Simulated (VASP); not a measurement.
Input of a VASP 6.6.1 run:

INCAR

```
PREC = Accurate
ENCUT = 520
EDIFF = 1E-7
ISMEAR = 0
SIGMA = 0.02
LREAL = Auto
LASPH = T
NELM = 80
ALGO = Normal
ISIF = 2
LWAVE = F
LCHARG = F
GGA = PE
NBANDS = 76
NELECT = 114.0
```

KPOINTS

```
Automatic mesh
0
Gamma
  2 2 2
```

The input POSCAR:

```
B14HN14
1.0
    1.2560905718     -6.5268380678      0.0000000000
   -6.2804528590      2.1756126893      0.0000000000
    0.0000000000      0.0000000000     -8.3431635353
B N H
14 14 1
Direct
    0.6416792192      0.4282312562      0.7673555688
    0.3566715097      0.5701553377      0.7665009769
    0.0713250108      0.7137308048      0.7678572969
    0.4984935398     -0.0011088316      0.7669084962
    0.2135163982      0.1419319522      0.7875119518
    0.9273131448      0.2840913447      0.7674699139
    0.7853880837      0.8571616869      0.7664803612
    0.6409057139      0.4240547114      0.2368226383
    0.3541964951      0.5683889296      0.2335872948
    0.0697940319      0.7138432094      0.2370014673
    0.5008253670      1.0005843787      0.2329679853
    0.2137321421      0.1411988830      0.1755379712
    0.9306691148      0.2849770137      0.2375639638
    0.7864512374      0.8539377820      0.2329255554
    0.5937650106      0.6162406945      0.2347210374
    0.3091487320      0.7610291670      0.2350281151
    0.0208345326      0.8997569422      0.2257774275
    0.4549933931      0.1890603971      0.2257365557
    0.1656150304      0.3341433373      0.2271389014
    0.8804014621      0.4743237538      0.2473089484
    0.7385631303      1.0456337038      0.2349280332
    0.6893767866      0.2373205747      0.7666204759
    0.4049002810      0.3812983680      0.7693335954
    0.1182052806      0.5226719493      0.7667514814
    0.5468269431      0.8086912332      0.7635879332
    0.2613112565     -0.0495477637      0.7704040527
    0.9742601333      0.0942930361      0.7694043120
    0.8328416411      0.6661440866      0.7665508381
    0.2134795211      0.1421927103      0.0202167918
```

Potentials or basis: VASP PAW PBE potentials, release 64 (B, N, H).

The run is started by

```sh
$ cat potpaw_PBE.64/B/POTCAR potpaw_PBE.64/N/POTCAR potpaw_PBE.64/H/POTCAR > POTCAR
$ mpirun -np 1 vasp_std > vasp.out
```

Problem. Predict the largest force.

Solution. 0.049 eV/Å.

Forces on the atoms (eV/Å):
```
B    0.011 -0.009 -0.003
B   -0.001  0.018 -0.005
B   -0.005 -0.010  0.005
B    0.007  0.008  0.003
B   -0.028  0.015 -0.002
B   -0.017 -0.003  0.006
B    0.014 -0.007  0.000
B    0.008  0.001 -0.012
B   -0.004  0.002  0.016
B   -0.001  0.002 -0.009
B    0.001  0.003  0.001
B   -0.013  0.002 -0.019
B   -0.016  0.007  0.003
B   -0.003 -0.006  0.001
N    0.003 -0.002 -0.003
N   -0.001  0.003  0.001
N   -0.003  0.024 -0.014
N   -0.016 -0.005 -0.014
N    0.040 -0.028  0.007
N    0.005 -0.006  0.016
N   -0.003  0.003  0.001
N   -0.005 -0.003 -0.004
N    0.010 -0.015 -0.005
N    0.006  0.001 -0.001
N   -0.008 -0.003  0.002
N    0.005 -0.002  0.029
N    0.020  0.001 -0.008
N   -0.003  0.008 -0.004
H   -0.004  0.002  0.013
```

Caveat: the k points lie up to 0.55 Å⁻¹ apart; the cell carries a net charge on a neutralising background, which shifts energy and pressure.
